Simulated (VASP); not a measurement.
# Si (a cell with a defect) in VASP: single point with PBE

Aim: the single point of Si (a cell with a defect) with PBE.

All numbers are computed with VASP 6.6.1; they aren't measurements. Logs are shortened: lines on timing, memory, paths and dates and some standing lists are left out, and cuts for length are marked.

**1. The cell of the first run**

The cell holds a defect, 53 atoms: a = 11.604 Å, b = 11.604 Å, c = 11.604 Å, α = 60.00°, β = 60.00°, γ = 60.00°.

**2. Single point, PBE**

Contents of INCAR:

```
PREC     = Accurate       # precision mode
ENCUT    = 520            # plane-wave cutoff, eV
EDIFF    = 1E-6           # SCF threshold, eV
ISMEAR   = 0              # smearing method
SIGMA    = 0.02           # smearing width, eV
LREAL    = Auto         
LASPH    = T              # aspherical terms in the spheres
NELM     = 100            # most SCF steps
ALGO     = Normal         # electronic algorithm
ISIF     = 2              # what is computed and relaxed
LWAVE    = F              # write WAVECAR
LCHARG   = F              # write CHGCAR
GGA      = PE             # functional
NBANDS   = 138            # bands
NELECT   = 214.0
```

Contents of KPOINTS:

```
regular mesh
0
Gamma
  2 2 2
```

Contents of POSCAR:

```
Si
1.0
    8.2051406440      0.0000000000      8.2051406440
    8.2051406440      8.2051406440      0.0000000000
    0.0000000000      8.2051406440      8.2051406440
Si
53
Direct
    0.2291436651      0.2291434214      0.2291434214
    0.2472200158      0.5815590746      0.2472202596
    0.2438923459      0.9439925939      0.2438922240
    0.5815589527      0.2472201377      0.2472202596
    0.5831230332      0.5831230332      0.2485780060
    0.5832965829      0.9176004199      0.2480591849
    0.9439924720      0.2438923459      0.2438919803
    0.9176004808      0.5832965220      0.2480591239
    0.9194756467      0.9194756467      0.2491500254
    0.2472200158      0.2472201377      0.5815593184
    0.2485779450      0.5831230941      0.5831230941
    0.2480592458      0.9176004808      0.5832965220
    0.5831230941      0.2485779450      0.5831230941
    0.5829227929      0.5829226710      0.5829226710
    0.5832544752      0.9166413260      0.5832547189
    0.9176005417      0.2480591849      0.5832963392
    0.9166413260      0.5832544752      0.5832545970
    0.9182800548      0.9182800548      0.5827851353
    0.2438922240      0.2438923459      0.9439927158
    0.2480593068      0.5832967048      0.9176004199
    0.2491499035      0.9194757686      0.9194758905
    0.5832967048      0.2480593068      0.9176002980
    0.5832545970      0.5832545970      0.9166414479
    0.5827851353      0.9182800548      0.9182801766
    0.9194757076      0.2491499645      0.9194757076
    0.9182799938      0.5827851962      0.9182801157
    0.9174390576      0.9174389357      0.9174389357
    0.1680984592      0.4844347797      0.1680983374
    0.1705435118      0.8365540334      0.1705436336
    0.4844349625      0.1680982764      0.1680982764
    0.4980533762      0.4980534981      0.1675319241
    0.4944924379      0.8342966071      0.1694401181
    0.8365538505      0.1705434508      0.1705435727
    0.8342964852      0.4944924379      0.1694401181
    0.8344349959      0.8344348741      0.1680060781
    0.1680985202      0.1680985202      0.4844347187
    0.1675318632      0.4980534371      0.4980535590
    0.1694400572      0.8342967899      0.4944923769
    0.4980534371      0.1675318632      0.4980535590
    0.4991760261      0.4991760261      0.4991760261
    0.4992021073      0.8338424406      0.4992021073
    0.8342967899      0.1694400572      0.4944922550
    0.8338425625      0.4992019854      0.4992019854
    0.8342248228      0.8342248228      0.4999677858
    0.1705435727      0.1705435727      0.8365542162
    0.1694400572      0.4944926207      0.8342967899
    0.1680061391      0.8344350569      0.8344349350
    0.4944924988      0.1694400572      0.8342967899
    0.4992021682      0.4992021682      0.8338423797
    0.4999676639      0.8342249447      0.8342249447
    0.8344350569      0.1680061391      0.8344348131
    0.8342248838      0.4999677249      0.8342248838
    0.8337427470      0.8337427470      0.8337427470
```

Potentials or basis: VASP PAW PBE potentials, release 64 (Si).

Launch:

```
cat potpaw_PBE.64/Si/POTCAR > POTCAR
mpirun -np 1 vasp_std > vasp.out
```

OUTCAR:

```text
PREC = Accurate
   ENCUT = 520
   EDIFF = 1E-6
   ISMEAR = 0
   LREAL = Auto
   LASPH = T
   NELM = 100
   ISIF = 2
   GGA = PE
   NELECT = 214.0

 ion  position               nearest neighbor table
   1  0.229  0.229  0.229-  30 2.47  36 2.47  28 2.47  19 3.15   3 3.15   7 3.15
   2  0.247  0.582  0.247-  37 2.38  31 2.38  29 2.42  28 2.42
   3  0.244  0.944  0.244-  32 2.39  38 2.39  29 2.42   1 3.15
   4  0.582  0.247  0.247-  39 2.38  31 2.38  33 2.42  30 2.42
   5  0.583  0.583  0.249-  40 2.37  31 2.38  34 2.38  32 2.38
   6  0.583  0.918  0.248-  32 2.38  30 2.38  41 2.38  35 2.38
   7  0.944  0.244  0.244-  34 2.39  42 2.39  33 2.42   1 3.15
[... 44 lines left out ...]
  52  0.834  0.500  0.834-  25 2.38  26 2.38  23 2.38  17 2.38
  53  0.834  0.834  0.834-  26 2.38  18 2.38  24 2.38  27 2.38

  LATTYP: Found a face centered cubic cell.
 ALAT       =    16.4102812880

  Lattice vectors:

 A1 = (   8.2051406440,   0.0000000000,   8.2051406440)
 A2 = (   8.2051406440,   8.2051406440,   0.0000000000)
 A3 = (   0.0000000000,   8.2051406440,   8.2051406440)

Analysis of symmetry for initial positions (statically):
=====================================================================
 Subroutine PRICEL returns:
 Original cell was already a primitive cell.

 Routine SETGRP: Setting up the symmetry group for a
 face centered cubic supercell.

 Subroutine GETGRP returns: Found  6 space group operations
 (whereof  6 operations were pure point group operations)
 out of a pool of 48 trial point group operations.

The static configuration has the point symmetry C_3v.

Analysis of symmetry for dynamics (positions and initial velocities):
=====================================================================
 Subroutine PRICEL returns:
 Original cell was already a primitive cell.

 Routine SETGRP: Setting up the symmetry group for a
 face centered cubic supercell.

 Subroutine GETGRP returns: Found  6 space group operations
 (whereof  6 operations were pure point group operations)
 out of a pool of 48 trial point group operations.

The dynamic configuration has the point symmetry C_3v.

 Subroutine INISYM returns: Found  6 space group operations
 (whereof  6 operations are pure point group operations),
 and found     1 'primitive' translations

----------------------------------------------------------------------------------------

                                     Primitive cell

  volume of cell :    1104.8112

  direct lattice vectors                    reciprocal lattice vectors
     8.205140644  0.000000000  8.205140644     0.060937408 -0.060937408  0.060937408
     8.205140644  8.205140644  0.000000000     0.060937408  0.060937408 -0.060937408
     0.000000000  8.205140644  8.205140644    -0.060937408  0.060937408  0.060937408

  length of vectors
    11.603821180 11.603821180 11.603821180     0.105546686  0.105546686  0.105546686

  position of ions in fractional coordinates (direct lattice)
     0.229143665  0.229143421  0.229143421
     0.247220016  0.581559075  0.247220260
     0.243892346  0.943992594  0.243892224
     0.581558953  0.247220138  0.247220260
     0.583123033  0.583123033  0.248578006
     0.583296583  0.917600420  0.248059185
[... 45 lines left out ...]
     0.834224884  0.499967725  0.834224884
     0.833742747  0.833742747  0.833742747

  ion indices of the primitive-cell ions
   primitive index   ion index
                 1           1
                 2           2
                 3           3
                 4           4
                 5           5
                 6           6
[... 45 lines left out ...]
                52          52
                53          53

----------------------------------------------------------------------------------------

 KPOINTS: regular mesh

Automatic generation of k-mesh.
 Grid dimensions read from file:
 generate k-points for:    2    2    2

 Generating k-lattice:

  Cartesian coordinates                     Fractional coordinates (reciprocal lattice)
     0.030468704 -0.030468704  0.030468704     0.500000000  0.000000000  0.000000000
     0.030468704  0.030468704 -0.030468704     0.000000000  0.500000000  0.000000000
    -0.030468704  0.030468704  0.030468704     0.000000000  0.000000000  0.500000000

  Length of vectors
     0.052773343  0.052773343  0.052773343

  Shift w.r.t. Gamma in fractional coordinates (k-lattice)
     0.000000000  0.000000000  0.000000000

 Subroutine IBZKPT returns following result:
 ===========================================

 Found      4 irreducible k-points:

 Following reciprocal coordinates:
            Coordinates               Weight
  0.000000  0.000000  0.000000      1.000000
  0.500000  0.000000  0.000000      3.000000
  0.500000  0.500000  0.500000      1.000000
  0.500000  0.500000  0.000000      3.000000
   k-points           NKPTS =      4   k-points in BZ     NKDIM =      4   number of bands    NBANDS=    138
   number of dos      NEDOS =    301   number of ions     NIONS =     53
   total plane-waves  NPLWV = 729000
   dimension x,y,z NGX =    90 NGY =   90 NGZ =   90
   dimension x,y,z NGXF=   180 NGYF=  180 NGZF=  180
   ions per type =              53
   NGX,Y,Z   is equivalent  to a cutoff of  12.89, 12.89, 12.89 a.u.
   NGXF,Y,Z  is equivalent  to a cutoff of  25.79, 25.79, 25.79 a.u.
 SYSTEM =  unknown system
   PREC   = accura    normal or accurate (medium, high low for compatibility)
   ISTART =      0    job   : 0-new  1-cont  2-samecut
   ICHARG =      2    charge: 1-file 2-atom 10-const
   ISPIN  =      1    spin polarized calculation?
   LNONCOLLINEAR =      F non collinear calculations
   LSORBIT =      F    spin-orbit coupling
   LASPH  =      T    aspherical Exc in radial PAW
   ENCUT  =  520.0 eV  38.22 Ry    6.18 a.u.  21.58 21.58 21.58*2*pi/ulx,y,z
   NELM   =    100;   NELMIN=  2; NELMDL= -5     # of ELM steps
   EDIFF  = 0.1E-05   stopping-criterion for ELM
   LREAL  =      T    real-space projection
   EDIFFG = 0.1E-04   stopping-criterion for IOM
   NSW    =      0    number of steps for IOM
   IBRION =     -1    ionic relax: 0-MD 1-quasi-New 2-CG
   NFREE  =      0    steps in history (QN), initial steepest desc. (CG)
   ISIF   =      2    stress and relaxation
   ISYM   =      2    0-nonsym 1-usesym 2-fastsym
   POTIM  = 0.5000    time-step for ionic-motion
   TEBEG  =    0.0;   TEEND  =   0.0 temperature during run
   PSTRESS=    0.0 pullay stress
   NELECT =     214.0000    total number of electrons
   NUPDOWN=      -1.0000    fix difference up-down
   EMIN   =  10.00;   EMAX   =-10.00  energy-range for DOS
   EFERMI =   0.00;   METHOD = LEGACY
   ISMEAR =     0;   SIGMA  =   0.02  broadening in eV -4-tet -1-fermi 0-gaus
   EFERMI_NEDOS =   21; number of points for ismear=-14 and -15
   IALGO  =     38    algorithm
   IMIX   =      4    mixing-type and parameters
     AMIX     =   0.40;   BMIX     =  1.00
     AMIX_MAG =   1.60;   BMIX_MAG =  1.00
  volume/ion in A,a.u.               =      20.85       140.67
  Fermi-wavevector in a.u.,A,eV,Ry     =   0.947218  1.789983 12.207452  0.897222
  Thomas-Fermi vector in A             =   2.075291
   LORBIT       =      0    0 simple, 1 ext, 2 COOP (PROOUT), +10 PAW based schemes
   GGA     = PE    functional components
   LHFCALC =     F    Hartree Fock is set to
   AEXX    =    0.0000 exact exchange contribution
   IVDW    =     0    specifies the selected vdW correction
   LEPSILON=     F    determine dielectric tensor
   LRPA    =     F    only Hartree local field effects (RPA)
 non-spin polarized calculation
 Gauss-broadening in eV      SIGMA  =   0.02
  energy-cutoff  :      520.00
  volume of cell :     1104.81
 maximum number of plane-waves:     29794
 NGX is ok and might be reduce to    90
   NGX = 43   NGY = 43   NGZ = 43

 number of electron     214.0000002 magnetization

 Free energy of the ion-electron system (eV)
  ---------------------------------------------------
  ext. energy  EPLUGINS =         0.00000000
  ---------------------------------------------------
  free energy    TOTEN  =      -271.89510613 eV

  energy without entropy =     -271.89124849  energy(sigma->0) =     -271.89317731

 E-fermi :   5.9851     XC(G=0):  -9.3103

 val. band max:        5.9204807240   @ k =   0.5000   0.5000   0.0000
 cond. band min:       5.9911481232   @ k =   0.5000   0.0000   0.0000
 fundamental gap:      0.0706673992
 Fermi energy:         5.9850559240

 k-point     1 :       0.0000    0.0000    0.0000
  band No.  band energies     occupation
      1      -6.2950      2.00000
      2      -5.0398      2.00000
      3      -5.0124      2.00000
      4      -5.0124      2.00000
      5      -5.0095      2.00000
      6      -4.9168      2.00000
[... 111 lines left out ...]
    118       6.9982      0.00000
    119       7.0077      0.00000

 k-point     2 :       0.5000    0.0000    0.0000
  band No.  band energies     occupation
      1      -5.9956      2.00000
      2      -5.8862      2.00000
      3      -5.1017      2.00000
      4      -5.0804      2.00000
      5      -5.0665      2.00000
      6      -5.0112      2.00000
[... 111 lines left out ...]
    118       7.4401      0.00000
    119       7.4444      0.00000

 k-point     3 :       0.5000    0.5000    0.5000
  band No.  band energies     occupation
      1      -5.9795      2.00000
      2      -5.9057      2.00000
      3      -5.0961      2.00000
      4      -5.0842      2.00000
      5      -5.0842      2.00000
      6      -4.9896      2.00000
[... 111 lines left out ...]
    118       7.4491      0.00000
    119       7.4491      0.00000

 k-point     4 :       0.5000    0.5000    0.0000
  band No.  band energies     occupation
      1      -5.8430      2.00000
      2      -5.8233      2.00000
      3      -5.3989      2.00000
      4      -5.3812      2.00000
      5      -5.3726      2.00000
      6      -5.2445      2.00000
[... 111 lines left out ...]
    118       7.5738      0.00000
    119       7.5790      0.00000
 [bands above 119 left out]

------------------------ aborting loop because EDIFF is reached ----------------------------------------

  FORCE on cell =-STRESS in cart. coord.  units (eV):
  Direction    XX          YY          ZZ          XY          YZ          ZX
  --------------------------------------------------------------------------------------
  -------------------------------------------------------------------------------------
  Total        7.7491765      7.7491765      7.7491765     -2.4418768     -2.4418768     -2.4418768
  in kB       11.2377160     11.2377160     11.2377160     -3.5411657     -3.5411657     -3.5411657
  external PRESSURE =      11.2377160 kB  Pullay stress =       0.0000000 kB

 VOLUME and BASIS-vectors are now :
 -----------------------------------------------------------------------------
  energy-cutoff  :      520.00
  volume of cell :     1104.81
      direct lattice vectors                 reciprocal lattice vectors
     8.205140644  0.000000000  8.205140644     0.060937408 -0.060937408  0.060937408
     8.205140644  8.205140644  0.000000000     0.060937408  0.060937408 -0.060937408
     0.000000000  8.205140644  8.205140644    -0.060937408  0.060937408  0.060937408

 POSITION                                       TOTAL-FORCE (eV/Angst)
 -----------------------------------------------------------------------------------
      3.76031      3.76031      3.76031         0.099161      0.099161      0.099161
      6.80025      6.80025      4.05695         0.007233      0.007233      0.020103
      9.74676      9.74676      4.00234        -0.021613     -0.021613     -0.026967
      6.80025      4.05695      6.80025         0.007233      0.020103      0.007233
      9.56921      6.82422      6.82422         0.001781      0.001022      0.001022
     12.31507      9.56440      6.82139        -0.005907     -0.002692     -0.000882
[... 45 lines left out ...]
     10.94724     10.94724     13.68987        -0.002100     -0.002100     -0.000865
     13.68195     13.68195     13.68195        -0.002783     -0.002783     -0.002783
 -----------------------------------------------------------------------------------
    total drift:                               -0.026632     -0.026841     -0.026816

  FREE ENERGIE OF THE ION-ELECTRON SYSTEM (eV)
  ---------------------------------------------------
  free  energy   TOTEN  =      -271.8951061274 eV

  energy  without entropy=     -271.8912484918  energy(sigma->0) =     -271.89317731
```

Run time: 31 min. Hardware: 1 thread of Intel Xeon Platinum 8259CL at 2.50GHz (Skylake/Cascade Lake), shared host; peak memory 1.4 GiB.

What came out:

```
Free energy   : -271.8951 eV
Largest force : 0.172 eV/Å
```

Forces in eV/Å, atoms in the order of the input:
```
Si   0.099  0.099  0.099
Si   0.007  0.007  0.020
Si  -0.022 -0.022 -0.027
Si   0.007  0.020  0.007
Si   0.002  0.001  0.001
Si  -0.006 -0.003 -0.001
Si  -0.022 -0.027 -0.022
Si  -0.006 -0.001 -0.003
Si  -0.013 -0.007 -0.007
Si   0.020  0.007  0.007
Si   0.001  0.002  0.001
Si  -0.003 -0.006 -0.001
Si   0.001  0.001  0.002
Si  -0.002 -0.002 -0.002
Si  -0.004 -0.004 -0.004
Si  -0.003 -0.001 -0.006
Si  -0.004 -0.004 -0.004
Si  -0.004 -0.004 -0.004
Si  -0.027 -0.022 -0.022
Si  -0.001 -0.006 -0.003
Si  -0.007 -0.013 -0.007
Si  -0.001 -0.003 -0.006
Si  -0.004 -0.004 -0.004
Si  -0.004 -0.004 -0.004
Si  -0.007 -0.007 -0.013
Si  -0.004 -0.004 -0.004
Si  -0.004 -0.004 -0.004
Si   0.048  0.048 -0.014
Si  -0.013 -0.013 -0.023
Si   0.048 -0.014  0.048
Si   0.011  0.005  0.005
Si  -0.001  0.003 -0.012
Si  -0.013 -0.023 -0.013
Si  -0.001 -0.012  0.003
Si  -0.006 -0.006 -0.006
Si  -0.014  0.048  0.048
Si   0.005  0.011  0.005
Si   0.003 -0.001 -0.012
Si   0.005  0.005  0.011
Si   0.003  0.003  0.003
Si  -0.003 -0.003  0.002
Si   0.003 -0.012 -0.001
Si  -0.003  0.002 -0.003
Si  -0.001 -0.002 -0.002
Si  -0.023 -0.013 -0.013
Si  -0.012 -0.001  0.003
Si  -0.006 -0.006 -0.006
Si  -0.012  0.003 -0.001
Si   0.002 -0.003 -0.003
Si  -0.002 -0.001 -0.002
Si  -0.006 -0.006 -0.006
Si  -0.002 -0.002 -0.001
Si  -0.003 -0.003 -0.003
```

Levels at points of the mesh, in eV from the Fermi level:
```csv
k point,band 105,band 106,band 107,band 108,band 109,band 110
"(0.00, 0.00, 0.00)",-0.76,0.14,0.14,0.19,0.20,0.20
"(0.50, 0.00, 0.00)",-0.94,-0.93,0.01,0.06,0.51,0.53
"(0.50, 0.50, 0.50)",-0.91,-0.91,-0.08,-0.08,0.52,0.56
"(0.50, 0.50, 0.00)",-1.09,-0.92,-0.18,-0.06,0.22,0.25
```

Caveat: the cell carries a net charge on a neutralising background, which shifts energy and pressure; the cell is charged against a uniform background, so pressure and absolute levels hang on convention.
